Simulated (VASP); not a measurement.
A run of VASP 6.6.1 is set up as follows.

INCAR

```
SYSTEM = TaRu
ALGO = Normal ; EDIFF = 1E-8
ENCUT = 520 ; GGA = CA
ISIF = 2 ; ISMEAR = -1
LASPH = .True. ; LCHARG = .False.
LEFG = .True. ; LREAL = .False.
LWAVE = .False. ; NBANDS = 20
NELM = 60 ; PREC = Accurate
SIGMA = 0.03
```

Contents of KPOINTS:

```
k-points
0
Gamma
  13 13 13
  0 0 0
```

Contents of POSCAR:

```
TaRu
1.0
    3.1439271524      0.0000000000      0.0000000000
    0.0000000000      3.1439271524      0.0000000000
    0.0000000000      0.0000000000      3.1439271524
Ta Ru
1 1
Direct
    0.5000000000      0.5000000000      0.5000000000
    0.0000000000      0.0000000000      0.0000000000
```

Potentials or basis: VASP PAW LDA potentials, release 64 (Ta_pv, Ru_pv).

The run is started by

```console
$ cat potpaw_LDA.64/Ta_pv/POTCAR potpaw_LDA.64/Ru_pv/POTCAR > POTCAR
$ mpirun -np 1 vasp_std > vasp.out
```

Task: Estimate the pressure.

Result: -5.8 GPa.

Caveat: without QUAD_EFG the Cq values of the log hold for a quadrupole moment of 1 mb, not for the nuclei.
